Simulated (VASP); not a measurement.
A run of VASP 6.6.1 is set up as follows.

Contents of INCAR:

```
PREC = Accurate
ENCUT = 520
EDIFF = 1E-6
ISMEAR = -1
SIGMA = 0.1
LREAL = F
LASPH = T
NELM = 60
ALGO = Normal
ISIF = 2
LWAVE = F
LCHARG = F
GGA = PE
NBANDS = 8
```

File KPOINTS:

```
regular mesh
0
Gamma
  17 17 17
```

POSCAR

```
As
1.0
    0.0000000000      1.9724680873      1.9724680873
    1.9724680873      0.0000000000      1.9724680873
    1.9724680873      1.9724680873      0.0000000000
As
1
Direct
    0.0000000000      0.0000000000      0.0000000000
```

Potentials or basis: VASP PAW PBE potentials, release 64 (As).

Command:

```bash
$ cat potpaw_PBE.64/As/POTCAR > POTCAR
$ mpirun -np 1 vasp_std > vasp.out
```

Predict the pressure.

30.5 GPa.
